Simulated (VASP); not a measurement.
Co2Te, 3 atoms in the cell. The structure is tetragonal, space group I4/mmm (No. 139). Conventional cell: a = 4.082 Å, b = 4.082 Å, c = 6.695 Å, α = 90.00°, β = 90.00°, γ = 90.00°. Co (site symmetry 4mm) has 1 Co at 1.25 Å within 1.7 Å. Within 3.6 Å of Te (site symmetry 4/mmm) lie 10 Co at 2.72 to 2.95 Å. 

```yaml
Program: VASP 6.6.1
Task: relaxation of cell and atoms
Functional: PBE
Potentials_or_basis: VASP PAW PBE potentials, release 64 (Co, Te)
Cutoff: 600 eV
k_mesh: 6 × 6 × 6
Occupations: gaussian, width 0.1 eV
Spin: collinear spin, ferromagnetic start
Starting_moments: "[0.61, 0.61, 0.0] μB"
Dipole_correction: no
Further_INCAR_settings: ALGO = Normal; EDIFF = 1e-06; IBRION = 2; EDIFFG = -0.04; NSW = 90; ISIF = 3
```

Potentials or basis: VASP PAW PBE potentials, release 64 (Co, Te).

The run is started by

```bash
$ cat potpaw_PBE.64/Co/POTCAR potpaw_PBE.64/Te/POTCAR > POTCAR
$ mpirun -np 1 vasp_std > vasp.out
```

Hardware: 1 thread of Intel(R) Xeon(R) Platinum 8481C CPU @ 2.70GHz (Sapphire Rapids), with other jobs on the host.

Q: How long does it take, and how much memory?

A: Wall time 12 min on 1 thread of Intel(R) Xeon(R) Platinum 8481C CPU @ 2.70GHz (Sapphire Rapids), on a shared host, peak memory 0.3 GiB. Counts: scf iterations 306, k points 30, ion steps 17.
